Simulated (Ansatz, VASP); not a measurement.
# Two plane-wave programs on TiCo

```
CELL_PARAMETERS angstrom
2.95543 0.00000 0.00000
0.00000 2.95543 0.00000
0.00000 0.00000 2.95543
ATOMIC_POSITIONS crystal
Ti 0.00000 0.00000 0.00000
Co 0.50000 0.50000 0.50000
```

Alike in both runs: task single point; functional PBE; k mesh 14 × 14 × 14; occupations gaussian, width 0.1 eV; collinear spin.

|  | VASP | Ansatz |
| --- | --- | --- |
| version | VASP 6.6.1 | Ansatz 0.2.0 |
| potentials or method | VASP PAW PBE potentials, release 64 (Ti_sv, Co), cutoff 520 eV | scalar-relativistic, plane waves, PAW |
| valence electrons in the cell | 21 | 29 |

```tsv
	VASP	Ansatz	Ansatz less VASP
gap on the k mesh at the Fermi level (eV)	none	none	-
pressure (GPa)	4.6	5.3	+0.70
net moment per atom (μB)	0.41	0.43	+0.015
size of the moment on the site where the two differ most (μB)	0.88	0.92	+0.049
```

Site moments also hang on the region over which each program counts them. A gap of «none» marks a metal or a gap that the smearing closes. VASP's potentials hold 21 valence electrons a cell and Ansatz's 29, so a difference there can come from the potentials and not from the codes.
